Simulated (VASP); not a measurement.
Wanted: the native input for a VASP 6.6.1 run.

```yaml
Task: single point
Functional: PBEsol
Potentials_or_basis: VASP PAW PBE potentials, release 64 (C)
Cutoff: 520 eV
k_mesh: 3 × 3 × 3
Occupations: fermi-dirac, width 0.36 eV
Spin: no spin polarisation
Dipole_correction: no
Further_INCAR_settings: LREAL = Auto; ALGO = Normal; EDIFF = 1e-07; NBANDS = 46
```

The structure of C lies in POSCAR:

```
C
1.0
    0.0000000000      3.7402520000      3.7402520000
    3.7402520000      0.0000000000      3.7402520000
    3.7402520000      3.7402520000      0.0000000000
C
16
Direct
    0.0133279790      0.0597954362      0.0329790613
    0.1427310245      0.2001068377      0.1595213371
    0.0528975053      0.0787246421      0.5301648124
    0.1510058681      0.2133011359      0.6554371203
    0.0231802563      0.5791855736     -0.0368959097
    0.1960028362      0.7271969910      0.0713588282
    0.0699952837      0.5510858627      0.4905017095
    0.2128599891      0.6999394693      0.6104535202
    0.4982418297      0.1040437917      0.0345297590
    0.6547553480      0.2104537341      0.1961498851
    0.5472759589      0.0755965106      0.5956416840
    0.6662385315      0.2258136618      0.6429780667
    0.4888173310      0.6038363191      0.0257469283
    0.5748008423      0.7333195731      0.1530645529
    0.5709508343      0.6366683314      0.4581509481
    0.7240554914      0.6626959895      0.6596213303
```

The input as run:

INCAR

```
SYSTEM = C
  PREC = Accurate
  ENCUT = 520
  EDIFF = 1E-7
  ISMEAR = -1
  SIGMA = 0.36
  LREAL = Auto
  LASPH = .TRUE.
  NELM = 100
  ALGO = Normal
  ISIF = 2
  LWAVE = .FALSE.
  LCHARG = .TRUE.
  GGA = PS
  LELF = .TRUE.
  LVHAR = .TRUE.
  NBANDS = 46
```

KPOINTS

```
Automatic mesh
0
G
  3 3 3
  0 0 0
```

Potentials or basis: VASP PAW PBE potentials, release 64 (C).

Launch:

```bash
$ cat potpaw_PBE.64/C/POTCAR > POTCAR
$ mpirun -np 1 vasp_std > vasp.out
```

Results of the run:

The pressure is -30.8 GPa, the largest force is 14.456 eV/Å and the band gap on the k mesh is 0.84 eV, direct.

Caveat: the k points lie up to 0.48 Å⁻¹ apart; the PAW data sets were made with another functional, which shifts forces and pressure a little.

Wall time 74 s on 1 thread of Intel(R) Xeon(R) Platinum 8488C (Sapphire Rapids) (shared host), peak memory 0.24 GiB.
